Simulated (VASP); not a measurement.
# Ta2N (P-3m1) in VASP: further runs

The runs below take Ta2N through single point, with PBE, BLYP, PBEsol.

All numbers are computed with VASP 6.6.1; they aren't measurements. Logs are shortened: lines on timing, memory, paths and dates and some standing lists are left out, and cuts for length are marked.

### Step 1. The cell of the first run

The structure is trigonal, space group P-3m1 (No. 164). Conventional cell: a = 3.032 Å, b = 3.032 Å, c = 4.743 Å, α = 90.00°, β = 90.00°, γ = 120.00°. Ta (site symmetry 3m) has 3 N at 2.13 Å within 2.8 Å. N (site symmetry -3m) has 6 Ta at 2.13 Å within 2.8 Å.

### Step 2. Single point, PBE

INCAR reads:

```
SYSTEM = Ta2N
PREC = Accurate
ENCUT = 520
EDIFF = 1E-7
ISMEAR = 1
SIGMA = 0.008
LREAL = .FALSE.
LASPH = .TRUE.
NELM = 100
ALGO = Normal
ISIF = 2
LWAVE = .FALSE.
LCHARG = .TRUE.
GGA = PE
LELF = .TRUE.
LVHAR = .TRUE.
NBANDS = 20
```

KPOINTS reads:

```
regular mesh
0
G
  6 6 4
  0 0 0
```

POSCAR reads:

```
Ta2N
1.0
    3.0319157055      0.0000000000      0.0000000000
   -1.5159578527      2.6257160231      0.0000000000
    0.0000000000      0.0000000000      4.7432072974
Ta N
2 1
Direct
    0.6666666667      0.3333333333      0.7452890000
    0.3333333333      0.6666666667      0.2547110000
    0.0000000000      0.0000000000      0.0000000000
```

Potentials or basis: VASP PAW PBE potentials, release 64 (Ta_pv, N).

On the command line:

```
$ cat potpaw_PBE.64/Ta_pv/POTCAR potpaw_PBE.64/N/POTCAR > POTCAR
$ mpirun -np 1 vasp_std > vasp.out
```

OUTCAR:

```text
SYSTEM = Ta2N
   PREC = Accurate
   ENCUT = 520
   EDIFF = 1E-7
   ISMEAR = 1
   LREAL = .FALSE.
   LASPH = .TRUE.
   NELM = 100
   ISIF = 2
   GGA = PE

 ion  position               nearest neighbor table
   1  0.667  0.333  0.745-   3 2.13   3 2.13   3 2.13   2 2.91   2 2.91   2 2.91   2 2.98   2 2.98
                             2 2.98
   2  0.333  0.667  0.255-   3 2.13   3 2.13   3 2.13   1 2.91   1 2.91   1 2.91   1 2.98   1 2.98
                             1 2.98
   3  0.000  0.000  0.000-   1 2.13   2 2.13   2 2.13   1 2.13   1 2.13   2 2.13

  LATTYP: Found a hexagonal cell.
 ALAT       =     3.0319157055
 C/A-ratio  =     1.5644258476

  Lattice vectors:

 A1 = (   3.0319157055,   0.0000000000,   0.0000000000)
 A2 = (  -1.5159578527,   2.6257160231,   0.0000000000)
 A3 = (   0.0000000000,   0.0000000000,   4.7432072974)

Analysis of symmetry for initial positions (statically):
=====================================================================
 Subroutine PRICEL returns:
 Original cell was already a primitive cell.

 Routine SETGRP: Setting up the symmetry group for a
 hexagonal supercell.

 Subroutine GETGRP returns: Found 12 space group operations
 (whereof 12 operations were pure point group operations)
 out of a pool of 24 trial point group operations.

The static configuration has the point symmetry D_3d.

Analysis of symmetry for dynamics (positions and initial velocities):
=====================================================================
 Subroutine PRICEL returns:
 Original cell was already a primitive cell.

 Routine SETGRP: Setting up the symmetry group for a
 hexagonal supercell.

 Subroutine GETGRP returns: Found 12 space group operations
 (whereof 12 operations were pure point group operations)
 out of a pool of 24 trial point group operations.

The dynamic configuration has the point symmetry D_3d.

 Subroutine INISYM returns: Found 12 space group operations
 (whereof 12 operations are pure point group operations),
 and found     1 'primitive' translations

----------------------------------------------------------------------------------------

                                     Primitive cell

  volume of cell :      37.7604

  direct lattice vectors                    reciprocal lattice vectors
[... 84 lines left out ...]
   LSORBIT =      F    spin-orbit coupling
   LASPH  =      T    aspherical Exc in radial PAW
   ENCUT  =  520.0 eV  38.22 Ry    6.18 a.u.   5.64  5.64  8.82*2*pi/ulx,y,z
   NELM   =    100;   NELMIN=  2; NELMDL= -5     # of ELM steps
   EDIFF  = 0.1E-06   stopping-criterion for ELM
   LREAL  =      F    real-space projection
   EDIFFG = 0.1E-05   stopping-criterion for IOM
   NSW    =      0    number of steps for IOM
   IBRION =     -1    ionic relax: 0-MD 1-quasi-New 2-CG
   NFREE  =      0    steps in history (QN), initial steepest desc. (CG)
   ISIF   =      2    stress and relaxation
   ISYM   =      2    0-nonsym 1-usesym 2-fastsym
   POTIM  = 0.5000    time-step for ionic-motion
   TEBEG  =    0.0;   TEEND  =   0.0 temperature during run
   PSTRESS=    0.0 pullay stress
   NELECT =      27.0000    total number of electrons
   NUPDOWN=      -1.0000    fix difference up-down
   EMIN   =  10.00;   EMAX   =-10.00  energy-range for DOS
   EFERMI =   0.00;   METHOD = LEGACY
   ISMEAR =     1;   SIGMA  =   0.01  broadening in eV -4-tet -1-fermi 0-gaus
   EFERMI_NEDOS =   21; number of points for ismear=-14 and -15
   IALGO  =     38    algorithm
   IMIX   =      4    mixing-type and parameters
     AMIX     =   0.40;   BMIX     =  1.00
     AMIX_MAG =   1.60;   BMIX_MAG =  1.00
  volume/ion in A,a.u.               =      12.59        84.94
  Fermi-wavevector in a.u.,A,eV,Ry     =   1.463919  2.766406 29.158092  2.143059
  Thomas-Fermi vector in A             =   2.579957
   LORBIT       =      0    0 simple, 1 ext, 2 COOP (PROOUT), +10 PAW based schemes
   GGA     = PE    functional components
   LHFCALC =     F    Hartree Fock is set to
   AEXX    =    0.0000 exact exchange contribution
   IVDW    =     0    specifies the selected vdW correction
   LEPSILON=     F    determine dielectric tensor
   LRPA    =     F    only Hartree local field effects (RPA)
 non-spin polarized calculation
 Methfessel and Paxton  Order N= 1 SIGMA  =   0.01
  energy-cutoff  :      520.00
  volume of cell :       37.76
 maximum number of plane-waves:      1030
 NGX is ok and might be reduce to    24
   NGX = 11   NGY = 11   NGZ = 17

 number of electron      27.0000000 magnetization

 Free energy of the ion-electron system (eV)
  ---------------------------------------------------
  ext. energy  EPLUGINS =         0.00000000
  ---------------------------------------------------
  free energy    TOTEN  =       -34.14960289 eV

  energy without entropy =      -34.14955481  energy(sigma->0) =      -34.14958686

 E-fermi :   8.3389     XC(G=0): -13.2692

 val. band max:        8.3354124895   @ k =   0.1667   0.0000   0.2500
 cond. band min:       8.3749173017   @ k =   0.3333  -0.0000   0.5000
 fundamental gap:      0.0395048122
 Fermi energy:         8.3389055044

 k-point     1 :       0.0000    0.0000    0.0000
  band No.  band energies     occupation
      1     -27.5029      2.00000
      2     -26.5216      2.00000
      3     -26.5216      2.00000
      4     -26.3618      2.00000
      5     -26.3618      2.00000
      6     -26.2412      2.00000
[... 541 lines left out ...]
     19      14.3265      0.00000
     20      14.6183      0.00000

------------------------ aborting loop because EDIFF is reached ----------------------------------------

  FORCE on cell =-STRESS in cart. coord.  units (eV):
  Direction    XX          YY          ZZ          XY          YZ          ZX
  --------------------------------------------------------------------------------------
  -------------------------------------------------------------------------------------
  Total        5.9789991      5.9789991      6.0226592      0.0000000      0.0000000      0.0000000
  in kB      253.6892624    253.6892624    255.5417625      0.0000000      0.0000000      0.0000000
  external PRESSURE =     254.3067624 kB  Pullay stress =       0.0000000 kB

 VOLUME and BASIS-vectors are now :
 -----------------------------------------------------------------------------
  energy-cutoff  :      520.00
  volume of cell :       37.76
      direct lattice vectors                 reciprocal lattice vectors
     3.031915705  0.000000000  0.000000000     0.329824473  0.190424248  0.000000000
    -1.515957853  2.625716023  0.000000000     0.000000000  0.380848497  0.000000000
     0.000000000  0.000000000  4.743207297     0.000000000  0.000000000  0.210827809

 POSITION                                       TOTAL-FORCE (eV/Angst)
 -----------------------------------------------------------------------------------
      1.51596      0.87524      3.53506        -0.000000      0.000000     -0.174809
     -0.00000      1.75048      1.20815         0.000000     -0.000000      0.174809
      0.00000      0.00000      0.00000         0.000000      0.000000     -0.000000
 -----------------------------------------------------------------------------------
    total drift:                               -0.000000      0.000000      0.000000

  FREE ENERGIE OF THE ION-ELECTRON SYSTEM (eV)
  ---------------------------------------------------
  free  energy   TOTEN  =       -34.1496028874 eV

  energy  without entropy=      -34.1495548070  energy(sigma->0) =      -34.14958686
```

Wall time 12 s (1 thread of Intel Xeon Platinum 8488C (Sapphire Rapids), shared host); peak memory 0.16 GiB.

What came out:

* Free energy: -34.1496 eV
* Pressure: 25.4 GPa
* Largest force: 0.175 eV/Å

Forces in eV/Å, atoms in the order of the input:
```
Ta   0.000  0.000 -0.175
Ta   0.000  0.000  0.175
N    0.000  0.000  0.000
```

Levels at points of the mesh, in eV from the Fermi level:
| k point | band 9 | band 10 | band 11 | band 12 | band 13 | band 14 | band 15 | band 16 | band 17 | band 18 |
| --- | --- | --- | --- | --- | --- | --- | --- | --- | --- | --- |
| (0.00, 0.00, 0.00) | -6.60 | -6.60 | -5.03 | -0.85 | -0.37 | -0.37 | 0.17 | 0.19 | 0.19 | 1.16 |
| (0.50, 0.00, 0.00) | -7.00 | -6.90 | -5.09 | -2.82 | -1.43 | 1.85 | 2.00 | 4.02 | 4.34 | 4.63 |
| (0.00, 0.00, 0.50) | -6.80 | -6.80 | -3.18 | -2.79 | -1.35 | -1.35 | 1.83 | 2.24 | 2.43 | 2.43 |
| (0.50, 0.00, 0.50) | -7.21 | -6.59 | -3.66 | -2.29 | -2.23 | -0.41 | 0.69 | 3.56 | 3.79 | 4.37 |

Caveat: the k points lie up to 0.40 Å⁻¹ apart; spin-orbit coupling is left out, which moves the levels of the heavy elements.

### Step 3. Single point, PBE

This run uses another cell than the first one, of 13.62 Å³/atom, 1.082 times its volume.

INCAR reads:

```
ALGO = Normal
EDIFF = 1E-6
ENCUT = 520
GGA = PE
ISIF = 2
ISMEAR = 0
LASPH = True
LCHARG = False
LREAL = False
LWAVE = False
NBANDS = 20
NELM = 80
PREC = Accurate
SIGMA = 0.1
```

KPOINTS reads:

```
k-points
0
Gamma
  6 6 4
```

POSCAR reads:

```
Ta2N
1.0
    3.1128615060      0.0000000000      0.0000000000
   -1.5564307530      2.6958171426      0.0000000000
    0.0000000000      0.0000000000      4.8698410000
Ta N
2 1
Direct
    0.6666666700      0.3333333300      0.7452890000
    0.3333333300      0.6666666700      0.2547110000
    0.0000000000      0.0000000000      0.0000000000
```

Potentials or basis: VASP PAW PBE potentials, release 64 (Ta_pv, N).

On the command line:

```
$ cat potpaw_PBE.64/Ta_pv/POTCAR potpaw_PBE.64/N/POTCAR > POTCAR
$ mpirun -np 1 vasp_std > vasp.out
```

OUTCAR:

```text
EDIFF = 1E-6
   ENCUT = 520
   GGA = PE
   ISIF = 2
   ISMEAR = 0
   LASPH = True
   LREAL = False
   NELM = 80
   PREC = Accurate

 ion  position               nearest neighbor table
   1  0.667  0.333  0.745-   3 2.18   3 2.18   3 2.18   2 2.99   2 2.99   2 2.99   2 3.06   2 3.06
                             2 3.06
   2  0.333  0.667  0.255-   3 2.18   3 2.18   3 2.18   1 2.99   1 2.99   1 2.99   1 3.06   1 3.06
[... 749 lines left out ...]

  FORCE on cell =-STRESS in cart. coord.  units (eV):
  Direction    XX          YY          ZZ          XY          YZ          ZX
  --------------------------------------------------------------------------------------
  -------------------------------------------------------------------------------------
  Total       -0.2363597     -0.2363597     -0.1107238      0.0000000      0.0000000      0.0000000
  in kB       -9.2665698     -9.2665698     -4.3409684      0.0000000      0.0000000      0.0000000
  external PRESSURE =      -7.6247027 kB  Pullay stress =       0.0000000 kB

 VOLUME and BASIS-vectors are now :
 -----------------------------------------------------------------------------
  energy-cutoff  :      520.00
  volume of cell :       40.87
      direct lattice vectors                 reciprocal lattice vectors
     3.112861506  0.000000000  0.000000000     0.321247829  0.185472520  0.000000000
    -1.556430753  2.695817143  0.000000000     0.000000000  0.370945041  0.000000000
     0.000000000  0.000000000  4.869841000     0.000000000  0.000000000  0.205345513

 POSITION                                       TOTAL-FORCE (eV/Angst)
 -----------------------------------------------------------------------------------
      1.55643      0.89861      3.62944        -0.000000     -0.000000      0.236209
     -0.00000      1.79721      1.24040         0.000000      0.000000     -0.236209
      0.00000      0.00000      0.00000         0.000000      0.000000      0.000000
 -----------------------------------------------------------------------------------
    total drift:                               -0.000000     -0.000000      0.000000

  FREE ENERGIE OF THE ION-ELECTRON SYSTEM (eV)
  ---------------------------------------------------
  free  energy   TOTEN  =       -34.3769321427 eV

  energy  without entropy=      -34.3708116031  energy(sigma->0) =      -34.37387187
```

stdout:

```text
POSCAR found type information on POSCAR TaN
 POSCAR found :  2 types and       3 ions
 scaLAPACK will be used
 LDA part: xc-table for (Slater+PW92), standard interpolation
 POSCAR, INCAR and KPOINTS ok, starting setup
 FFT: planning ... GRIDC
 FFT: planning ... GRID_SOFT
 FFT: planning ... GRID
 WAVECAR not read
 entering main loop
```

Run time: 16 s. Hardware: 1 thread of Intel Xeon Platinum 8488C (Sapphire Rapids), shared host; peak memory 0.16 GiB.

Results:

| Property | Result |
| --- | --- |
| Free energy | -34.3769 eV |
| Pressure | -0.8 GPa |
| Largest force | 0.236 eV/Å |

Forces on the atoms (eV/Å):
```
Ta   0.000  0.000  0.236
Ta   0.000  0.000 -0.236
N    0.000  0.000  0.000
```

Caveat: the k points lie up to 0.39 Å⁻¹ apart; spin-orbit coupling is left out, which moves the levels of the heavy elements.

### Step 4. Single point, PBE

This run uses another cell than the first one, of 13.62 Å³/atom, 1.082 times its volume.

INCAR reads:

```
PREC = Accurate ; ENCUT = 520
EDIFF = 1E-6 ; ISMEAR = 0
SIGMA = 0.1 ; LREAL = False
LASPH = True ; NELM = 80
ALGO = Normal ; ISIF = 2
LWAVE = False ; LCHARG = False
GGA = PE ; NBANDS = 20
```

KPOINTS reads:

```
regular mesh
0
Gamma
  6 6 4
```

POSCAR reads:

```
Ta2N
1.0
    3.1128615060      0.0000000000      0.0000000000
   -1.5564307530      2.6958171426      0.0000000000
    0.0000000000      0.0000000000      4.8698410000
Ta N
2 1
Direct
    0.6666666667      0.3333333333      0.7452890000
    0.3333333333      0.6666666667      0.2547110000
    0.0000000000      0.0000000000      0.0000000000
```

On the command line:

```
$ cat potpaw_PBE.64/Ta_pv/POTCAR potpaw_PBE.64/N/POTCAR > POTCAR
$ mpirun -np 1 vasp_std > vasp.out
```

Wall time 16 s (1 thread of Intel Xeon Platinum 8488C (Sapphire Rapids), shared host); peak memory 0.16 GiB.

The run converged. Its results:

```yaml
Free_energy: -34.3769 eV
Pressure: -0.8 GPa
Largest_force: 0.236 eV/Å
```

Forces on the atoms (eV/Å):
```
Ta   0.000  0.000  0.236
Ta   0.000  0.000 -0.236
N    0.000  0.000  0.000
```

Stress tensor (GPa, compression positive):
```
-0.93  0.00  0.00
 0.00 -0.93  0.00
 0.00  0.00 -0.43
```

Levels at points of the mesh, in eV from the Fermi level:
```tsv
k point	band 11	band 12	band 13	band 14	band 15	band 16
(0.00, 0.00, 0.00)	-5.05	-0.74	-0.32	-0.32	0.18	0.19
(0.50, 0.00, 0.00)	-4.61	-2.70	-1.47	1.67	1.79	3.61
(0.00, 0.00, 0.50)	-2.94	-2.73	-1.20	-1.20	1.68	1.81
(0.50, 0.00, 0.50)	-3.36	-2.25	-2.20	-0.36	0.63	3.19
```

Caveat: the k points lie up to 0.39 Å⁻¹ apart; spin-orbit coupling is left out, which moves the levels of the heavy elements.

(Continued in part 2 of 2.)
